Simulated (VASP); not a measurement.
# Zn2Ag3 (Pm-3m) in VASP: notebook

Zn2Ag3 is run at these levels: PBE; tasks: single point, relaxation of cell and atoms.

All numbers are computed with VASP 6.6.1; they aren't measurements. Logs are shortened: lines on timing, memory, paths and dates and some standing lists are left out, and cuts for length are marked.

**1. The cell of the first run**

It takes space group Pm-3m (No. 221, cubic). Conventional cell: a = 4.857 Å, b = 4.857 Å, c = 4.857 Å, α = 90.00°, β = 90.00°, γ = 90.00°. Zn (site symmetry m-3m) has 6 Ag at 2.43 Å within 3.2 Å. Zn (site symmetry m-3m) has 12 Ag at 3.43 Å and 8 Zn at 4.21 Å within 4.5 Å. Ag (site symmetry 4/mmm) has 2 Zn at 2.43 Å within 3.2 Å.

**2. Single point, PBE**

File INCAR:

```
ALGO = Normal ; EDIFF = 1E-6
ENCUT = 520 ; GGA = PE
ISIF = 2 ; ISMEAR = 0
LASPH = True ; LCHARG = False
LREAL = False ; LWAVE = False
NBANDS = 36 ; NELM = 100
PREC = Accurate ; SIGMA = 0.1
```

File KPOINTS:

```
k-points
0
Gamma
  8 8 8
```

File POSCAR:

```
Zn2Ag3
1.0
    4.8565585723      0.0000000000      0.0000000000
    0.0000000000      4.8565585723      0.0000000000
    0.0000000000      0.0000000000      4.8565585723
Zn Ag
2 3
Direct
    0.5000000000      0.5000000000      0.5000000000
    0.0000000000      0.0000000000      0.0000000000
    0.0000000000      0.5000000000      0.5000000000
    0.5000000000      0.0000000000      0.5000000000
    0.5000000000      0.5000000000      0.0000000000
```

Potentials or basis: VASP PAW PBE potentials, release 64 (Zn, Ag).

On the command line:

```console
$ cat potpaw_PBE.64/Zn/POTCAR potpaw_PBE.64/Ag/POTCAR > POTCAR
$ mpirun -np 1 vasp_std > vasp.out
```

OUTCAR:

```text
EDIFF = 1E-6
   ENCUT = 520
   GGA = PE
   ISIF = 2
   ISMEAR = 0
   LASPH = True
   LREAL = False
   NELM = 100
   PREC = Accurate

 ion  position               nearest neighbor table
   1  0.500  0.500  0.500-   3 2.43   4 2.43   5 2.43   5 2.43   4 2.43   3 2.43
   2  0.000  0.000  0.000-
   3  0.000  0.500  0.500-   1 2.43   1 2.43   5 3.43   5 3.43   4 3.43   4 3.43   4 3.43   5 3.43
                             5 3.43   4 3.43
   4  0.500  0.000  0.500-   1 2.43   1 2.43   5 3.43   5 3.43   3 3.43   3 3.43   5 3.43   5 3.43
                             3 3.43   3 3.43
   5  0.500  0.500  0.000-   1 2.43   1 2.43   4 3.43   3 3.43   3 3.43   4 3.43   4 3.43   4 3.43
                             3 3.43   3 3.43

  LATTYP: Found a simple cubic cell.
 ALAT       =     4.8565585723

  Lattice vectors:

 A1 = (   4.8565585723,   0.0000000000,   0.0000000000)
 A2 = (   0.0000000000,   4.8565585723,   0.0000000000)
 A3 = (   0.0000000000,   0.0000000000,   4.8565585723)

Analysis of symmetry for initial positions (statically):
=====================================================================
 Subroutine PRICEL returns:
 Original cell was already a primitive cell.

 Routine SETGRP: Setting up the symmetry group for a
 simple cubic supercell.

 Subroutine GETGRP returns: Found 48 space group operations
 (whereof 48 operations were pure point group operations)
 out of a pool of 48 trial point group operations.

The static configuration has the point symmetry O_h .

Analysis of symmetry for dynamics (positions and initial velocities):
=====================================================================
 Subroutine PRICEL returns:
 Original cell was already a primitive cell.

 Routine SETGRP: Setting up the symmetry group for a
 simple cubic supercell.

 Subroutine GETGRP returns: Found 48 space group operations
 (whereof 48 operations were pure point group operations)
 out of a pool of 48 trial point group operations.

The dynamic configuration has the point symmetry O_h .

 Subroutine INISYM returns: Found 48 space group operations
 (whereof 48 operations are pure point group operations),
 and found     1 'primitive' translations

----------------------------------------------------------------------------------------

                                     Primitive cell

  volume of cell :     114.5476

  direct lattice vectors                    reciprocal lattice vectors
[... 95 lines left out ...]
   EDIFFG = 0.1E-04   stopping-criterion for IOM
   NSW    =      0    number of steps for IOM
   IBRION =     -1    ionic relax: 0-MD 1-quasi-New 2-CG
   NFREE  =      0    steps in history (QN), initial steepest desc. (CG)
   ISIF   =      2    stress and relaxation
   ISYM   =      2    0-nonsym 1-usesym 2-fastsym
   POTIM  = 0.5000    time-step for ionic-motion
   TEBEG  =    0.0;   TEEND  =   0.0 temperature during run
   PSTRESS=    0.0 pullay stress
   NELECT =      57.0000    total number of electrons
   NUPDOWN=      -1.0000    fix difference up-down
   EMIN   =  10.00;   EMAX   =-10.00  energy-range for DOS
   EFERMI =   0.00;   METHOD = LEGACY
   ISMEAR =     0;   SIGMA  =   0.10  broadening in eV -4-tet -1-fermi 0-gaus
   EFERMI_NEDOS =   21; number of points for ismear=-14 and -15
   IALGO  =     38    algorithm
   IMIX   =      4    mixing-type and parameters
     AMIX     =   0.40;   BMIX     =  1.00
     AMIX_MAG =   1.60;   BMIX_MAG =  1.00
  volume/ion in A,a.u.               =      22.91       154.60
  Fermi-wavevector in a.u.,A,eV,Ry     =   1.297292  2.451527 22.898158  1.682967
  Thomas-Fermi vector in A             =   2.428694
   LORBIT       =      0    0 simple, 1 ext, 2 COOP (PROOUT), +10 PAW based schemes
   GGA     = PE    functional components
   LHFCALC =     F    Hartree Fock is set to
   AEXX    =    0.0000 exact exchange contribution
   IVDW    =     0    specifies the selected vdW correction
   LEPSILON=     F    determine dielectric tensor
   LRPA    =     F    only Hartree local field effects (RPA)
 non-spin polarized calculation
 Gauss-broadening in eV      SIGMA  =   0.10
  energy-cutoff  :      520.00
  volume of cell :      114.55
 maximum number of plane-waves:      3136
   NGX = 19   NGY = 19   NGZ = 19

 number of electron      57.0000009 magnetization

 Free energy of the ion-electron system (eV)
  ---------------------------------------------------
  ext. energy  EPLUGINS =         0.00000000
  ---------------------------------------------------
  free energy    TOTEN  =        -7.61277844 eV

  energy without entropy =       -7.60210715  energy(sigma->0) =       -7.60744280

 E-fermi :   3.2899     XC(G=0): -10.0044

 val. band max:        3.2618137609   @ k =   0.3750   0.3750   0.2500
 cond. band min:       3.3142233808   @ k =   0.3750   0.1250   0.0000
 fundamental gap:      0.0524096199
 Fermi energy:         3.2899304609

 k-point     1 :       0.0000    0.0000    0.0000
  band No.  band energies     occupation
      1      -4.7333      2.00000
      2      -4.7333      2.00000
      3      -4.5319      2.00000
      4      -4.3680      2.00000
      5      -4.3680      2.00000
      6      -4.3680      2.00000
[... 925 lines left out ...]
     35       8.8372      0.00000
     36      10.3275      0.00000

 [... further k-points ...]

------------------------ aborting loop because EDIFF is reached ----------------------------------------

  FORCE on cell =-STRESS in cart. coord.  units (eV):
  Direction    XX          YY          ZZ          XY          YZ          ZX
  --------------------------------------------------------------------------------------
  -------------------------------------------------------------------------------------
  Total        0.0823764      0.0823764      0.0823764     -0.0000000      0.0000000     -0.0000000
  in kB        1.1521987      1.1521987      1.1521987     -0.0000000      0.0000000     -0.0000000
  external PRESSURE =       1.1521987 kB  Pullay stress =       0.0000000 kB

 VOLUME and BASIS-vectors are now :
 -----------------------------------------------------------------------------
  energy-cutoff  :      520.00
  volume of cell :      114.55
      direct lattice vectors                 reciprocal lattice vectors
     4.856558572  0.000000000  0.000000000     0.205907122  0.000000000  0.000000000
     0.000000000  4.856558572  0.000000000     0.000000000  0.205907122  0.000000000
     0.000000000  0.000000000  4.856558572     0.000000000  0.000000000  0.205907122

 POSITION                                       TOTAL-FORCE (eV/Angst)
 -----------------------------------------------------------------------------------
      2.42828      2.42828      2.42828         0.000000      0.000000      0.000000
      0.00000      0.00000      0.00000         0.000000      0.000000      0.000000
      0.00000      2.42828      2.42828         0.000000      0.000000      0.000000
      2.42828      0.00000      2.42828         0.000000      0.000000      0.000000
      2.42828      2.42828      0.00000         0.000000      0.000000      0.000000
 -----------------------------------------------------------------------------------
    total drift:                                0.000000      0.000000      0.000000

  FREE ENERGIE OF THE ION-ELECTRON SYSTEM (eV)
  ---------------------------------------------------
  free  energy   TOTEN  =        -7.6127784443 eV

  energy  without entropy=       -7.6021071529  energy(sigma->0) =       -7.60744280
```

stdout:

```text
POSCAR found type information on POSCAR ZnAg
 POSCAR found :  2 types and       5 ions
 scaLAPACK will be used
 LDA part: xc-table for (Slater+PW92), standard interpolation
 POSCAR, INCAR and KPOINTS ok, starting setup
 FFT: planning ... GRIDC
 FFT: planning ... GRID_SOFT
 FFT: planning ... GRID
 WAVECAR not read
 entering main loop
```

Run time: 49 s. Hardware: 1 thread of AMD EPYC 9R45 (Zen 5), shared host; peak memory 0.24 GiB.

What came out:

```
Free energy : -7.6128 eV
Pressure    : 0.1 GPa
```

Levels at points of the mesh, in eV from the Fermi level:
```tsv
k point	band 25	band 26	band 27	band 28	band 29	band 30	band 31	band 32	band 33	band 34
(0.00, 0.00, 0.00)	-3.58	-3.51	-0.13	-0.13	-0.13	0.30	2.64	2.64	4.72	4.72
(0.50, 0.00, 0.00)	-3.66	-3.64	-3.57	0.93	1.52	1.52	3.10	3.19	3.19	3.22
(0.50, 0.50, 0.00)	-3.78	-3.11	-2.31	-1.91	-1.91	2.91	3.98	4.15	4.63	4.63
(0.50, 0.50, 0.50)	-3.62	-3.62	-0.91	-0.26	-0.26	-0.26	-0.08	-0.08	-0.08	9.95
```

**3. Relaxation of cell and atoms, PBE**

File INCAR:

```
SYSTEM = Zn2Ag3
PREC     = Accurate       ! precision mode
ENCUT    = 600            ! plane-wave cutoff, eV
EDIFF    = 1E-6           ! SCF threshold, eV
ISMEAR   = 0              ! smearing method
SIGMA    = 0.1            ! smearing width, eV
LREAL    = .FALSE.        ! projectors in reciprocal space
LASPH    = .TRUE.         ! aspherical terms in the spheres
NELM     = 100            ! most SCF steps
ALGO     = Normal         ! electronic algorithm
ISIF     = 3              ! what is computed and relaxed
LWAVE    = .FALSE.        ! write WAVECAR
LCHARG   = .FALSE.        ! write CHGCAR
GGA      = PE             ! functional
IBRION   = 2              ! ionic algorithm
NSW      = 100            ! ionic steps
EDIFFG   = -0.01          ! ionic threshold
```

File KPOINTS:

```
Automatic mesh
0
G
  8 8 8
  0 0 0
```

Changes to POSCAR since step 2:

```diff
@@ -2,5 +2,5 @@
 1.0
-    4.8565585723      0.0000000000      0.0000000000
-    0.0000000000      4.8565585723      0.0000000000
-    0.0000000000      0.0000000000      4.8565585723
+    4.8586445752      0.0000000000      0.0000000000
+    0.0000000000      4.8586445752      0.0000000000
+    0.0000000000      0.0000000000      4.8586445752
 Zn Ag
```

Potentials or basis: VASP PAW PBE potentials, release 64 (Zn, Ag).

On the command line:

```console
$ cat potpaw_PBE.64/Zn/POTCAR potpaw_PBE.64/Ag/POTCAR > POTCAR
$ mpirun -np 1 vasp_std > vasp.out
```

Run time: 64 s. Hardware: 1 thread of AMD EPYC 9R45 (Zen 5), shared host; peak memory 0.3 GiB.

It converged, with:

```yaml
Free_energy: -7.6116 eV
Pressure_after_relaxing: 0.0 GPa
```

Final structure:
```cif
data_structure
_symmetry_space_group_name_H-M 'P 1'
_symmetry_Int_Tables_number 1
_cell_length_a 4.8586
_cell_length_b 4.8586
_cell_length_c 4.8586
_cell_angle_alpha 90.000
_cell_angle_beta 90.000
_cell_angle_gamma 90.000
_cell_volume 114.70
loop_
_atom_site_label
_atom_site_type_symbol
_atom_site_fract_x
_atom_site_fract_y
_atom_site_fract_z
_atom_site_occupancy
Zn1 Zn 0.50000 0.50000 0.50000 1
Zn2 Zn 0.00000 0.00000 0.00000 1
Ag1 Ag 0.00000 0.50000 0.50000 1
Ag2 Ag 0.50000 0.00000 0.50000 1
Ag3 Ag 0.50000 0.50000 0.00000 1
```

Levels at points of the mesh, in eV from the Fermi level:
```tsv
k point	band 27	band 28	band 29	band 30	band 31	band 32
(0.00, 0.00, 0.00)	-0.13	-0.13	-0.13	0.29	2.64	2.64
(0.50, 0.00, 0.00)	-3.57	0.92	1.52	1.52	3.10	3.19
(0.50, 0.50, 0.00)	-2.31	-1.91	-1.91	2.91	3.98	4.14
(0.50, 0.50, 0.50)	-0.92	-0.27	-0.27	-0.27	-0.08	-0.08
```

Caveat: the relaxation stopped at its first step, so nothing moved.

**4. Single point, PBE**

This run uses another cell than the first one, of 19.49 Å³/atom, 0.851 times its volume.

File INCAR:

```
PREC = Accurate
ENCUT = 520
EDIFF = 1E-6
ISMEAR = 0
SIGMA = 0.1
LREAL = F
LASPH = T
NELM = 100
ALGO = Normal
ISIF = 2
LWAVE = F
LCHARG = F
GGA = PE
NBANDS = 36
```

File KPOINTS:

```
Automatic mesh
0
Gamma
  4 4 4
```

Changes to POSCAR since step 3:

```diff
@@ -2,5 +2,5 @@
 1.0
-    4.8586445752      0.0000000000      0.0000000000
-    0.0000000000      4.8586445752      0.0000000000
-    0.0000000000      0.0000000000      4.8586445752
+    4.6020321300      0.0000000000      0.0000000000
+    0.0000000000      4.6020321300      0.0000000000
+    0.0000000000      0.0000000000      4.6020321300
 Zn Ag
```

Potentials or basis: VASP PAW PBE potentials, release 64 (Zn, Ag).

On the command line:

```console
$ cat potpaw_PBE.64/Zn/POTCAR potpaw_PBE.64/Ag/POTCAR > POTCAR
$ mpirun -np 1 vasp_std > vasp.out
```

OUTCAR:

```text
PREC = Accurate
   ENCUT = 520
   EDIFF = 1E-6
   ISMEAR = 0
   LREAL = F
   LASPH = T
   NELM = 100
   ISIF = 2
   GGA = PE

 ion  position               nearest neighbor table
   1  0.500  0.500  0.500-   3 2.30   4 2.30   5 2.30   5 2.30   4 2.30   3 2.30
   2  0.000  0.000  0.000-   3 3.25   4 3.25   5 3.25   3 3.25   4 3.25   3 3.25   5 3.25   3 3.25
                             4 3.25   5 3.25   4 3.25   5 3.25
   3  0.000  0.500  0.500-   1 2.30   1 2.30   4 3.25   5 3.25   2 3.25   5 3.25   2 3.25   4 3.25
                             2 3.25   2 3.25   4 3.25   5 3.25   5 3.25   4 3.25
   4  0.500  0.000  0.500-   1 2.30   1 2.30   3 3.25   5 3.25   2 3.25   5 3.25   2 3.25   3 3.25
                             5 3.25   5 3.25   2 3.25   3 3.25   2 3.25   3 3.25
   5  0.500  0.500  0.000-   1 2.30   1 2.30   3 3.25   4 3.25   2 3.25   3 3.25   4 3.25   2 3.25
                             4 3.25   4 3.25   2 3.25   3 3.25   3 3.25   2 3.25

  LATTYP: Found a simple cubic cell.
 ALAT       =     4.6020321300

  Lattice vectors:

 A1 = (   4.6020321300,   0.0000000000,   0.0000000000)
 A2 = (   0.0000000000,   4.6020321300,   0.0000000000)
 A3 = (   0.0000000000,   0.0000000000,   4.6020321300)

[... 168 lines left out ...]
 val. band max:        4.7812880713   @ k =   0.5000   0.2500   0.2500
 cond. band min:       5.0380278008   @ k =   0.5000   0.2500   0.2500
 fundamental gap:      0.2567397295
 Fermi energy:         4.7822006667

 k-point     1 :       0.0000    0.0000    0.0000
  band No.  band energies     occupation
      1      -4.1638      2.00000
      2      -4.0218      2.00000
      3      -4.0218      2.00000
      4      -3.5919      2.00000
      5      -3.5919      2.00000
      6      -3.5919      2.00000
[... 379 lines left out ...]
     35      15.7656      0.00000
     36      15.7656      0.00000

------------------------ aborting loop because EDIFF is reached ----------------------------------------

  FORCE on cell =-STRESS in cart. coord.  units (eV):
  Direction    XX          YY          ZZ          XY          YZ          ZX
  --------------------------------------------------------------------------------------
  -------------------------------------------------------------------------------------
  Total        6.4680619      6.4680619      6.4680619      0.0000000      0.0000000      0.0000000
  in kB      106.3251033    106.3251033    106.3251033      0.0000000      0.0000000      0.0000000
  external PRESSURE =     106.3251033 kB  Pullay stress =       0.0000000 kB

 VOLUME and BASIS-vectors are now :
 -----------------------------------------------------------------------------
  energy-cutoff  :      520.00
  volume of cell :       97.47
      direct lattice vectors                 reciprocal lattice vectors
     4.602032130  0.000000000  0.000000000     0.217295310  0.000000000  0.000000000
     0.000000000  4.602032130  0.000000000     0.000000000  0.217295310  0.000000000
     0.000000000  0.000000000  4.602032130     0.000000000  0.000000000  0.217295310

 POSITION                                       TOTAL-FORCE (eV/Angst)
 -----------------------------------------------------------------------------------
      2.30102      2.30102      2.30102         0.000000      0.000000      0.000000
      0.00000      0.00000      0.00000         0.000000      0.000000      0.000000
      0.00000      2.30102      2.30102         0.000000      0.000000      0.000000
      2.30102      0.00000      2.30102         0.000000      0.000000      0.000000
      2.30102      2.30102      0.00000         0.000000      0.000000      0.000000
 -----------------------------------------------------------------------------------
    total drift:                                0.000000      0.000000      0.000000

  FREE ENERGIE OF THE ION-ELECTRON SYSTEM (eV)
  ---------------------------------------------------
  free  energy   TOTEN  =        -7.1985212640 eV

  energy  without entropy=       -7.1875850996  energy(sigma->0) =       -7.19305318
```

OSZICAR:

```text
N       E                     dE             d eps       ncg     rms          rms(c)
DAV:   1     0.463366995246E+03    0.46337E+03   -0.27956E+04   724   0.195E+03
DAV:   2     0.273104155048E+02   -0.43606E+03   -0.41449E+03   736   0.441E+02
DAV:   3    -0.748885912950E+01   -0.34799E+02   -0.34281E+02   764   0.130E+02
DAV:   4    -0.809831464224E+01   -0.60946E+00   -0.60861E+00   800   0.178E+01
DAV:   5    -0.810391583144E+01   -0.56012E-02   -0.56009E-02   792   0.154E+00    0.114E+01
DAV:   6    -0.725941539921E+01    0.84450E+00   -0.30759E+00   752   0.152E+01    0.724E+00
DAV:   7    -0.721424068482E+01    0.45175E-01   -0.10155E-01   828   0.459E+00    0.390E+00
DAV:   8    -0.719866025730E+01    0.15580E-01   -0.23970E-02   816   0.150E+00    0.129E-01
DAV:   9    -0.719850454189E+01    0.15572E-03   -0.19747E-03   820   0.678E-01    0.945E-02
DAV:  10    -0.719851268453E+01   -0.81426E-05   -0.53053E-04   748   0.156E-01    0.171E-02
DAV:  11    -0.719851811856E+01   -0.54340E-05   -0.26631E-05   780   0.448E-02    0.129E-02
DAV:  12    -0.719852118986E+01   -0.30713E-05   -0.45574E-06   720   0.238E-02    0.217E-03
DAV:  13    -0.719852126404E+01   -0.74181E-07   -0.64396E-07   388   0.979E-03
   1 F= -.71985213E+01 E0= -.71930532E+01  d E =-.109362E-01
```

Run time: 16 s. Hardware: 1 thread of AMD EPYC 9R45 (Zen 5), shared host; peak memory 0.18 GiB.

Results:

| Quantity | Value |
| --- | --- |
| Free energy | -7.1985 eV |
| Pressure | 10.6 GPa |

**5. Single point, PBE**

File INCAR:

```
SYSTEM = Zn2Ag3
PREC = Accurate
ENCUT = 520
EDIFF = 1E-6
ISMEAR = 0
SIGMA = 0.1
LREAL = .FALSE.
LASPH = .TRUE.
NELM = 80
ALGO = Normal
ISIF = 2
LWAVE = .FALSE.
LCHARG = .TRUE.
GGA = PE
LELF = .TRUE.
LVHAR = .TRUE.
NBANDS = 36
```

File KPOINTS:

```
regular mesh
0
G
  4 4 4
  0 0 0
```

Changes to POSCAR since step 4:

```diff
@@ -2,5 +2,5 @@
 1.0
-    4.6020321300      0.0000000000      0.0000000000
-    0.0000000000      4.6020321300      0.0000000000
-    0.0000000000      0.0000000000      4.6020321300
+    4.8586445752      0.0000000000      0.0000000000
+    0.0000000000      4.8586445752      0.0000000000
+    0.0000000000      0.0000000000      4.8586445752
 Zn Ag
```

On the command line:

```console
$ cat potpaw_PBE.64/Zn/POTCAR potpaw_PBE.64/Ag/POTCAR > POTCAR
$ mpirun -np 1 vasp_std > vasp.out
```

Run time: 34 s. Hardware: 1 thread of Intel Xeon Platinum 8488C (Sapphire Rapids), shared host; peak memory 0.21 GiB.

It converged, with:

```
Free energy : -7.6710 eV
Pressure    : 0.2 GPa
```

Levels at points of the mesh, in eV from the Fermi level:
```tsv
k point	band 27	band 28	band 29	band 30	band 31	band 32
(0.00, 0.00, 0.00)	-0.01	-0.01	-0.01	0.43	2.75	2.75
(0.50, 0.00, 0.00)	-3.46	1.06	1.64	1.64	3.22	3.32
(0.50, 0.50, 0.00)	-2.17	-1.80	-1.80	3.02	4.09	4.27
(0.50, 0.50, 0.50)	-0.78	-0.15	-0.15	-0.15	0.04	0.04
```

(Continued in part 2 of 2.)
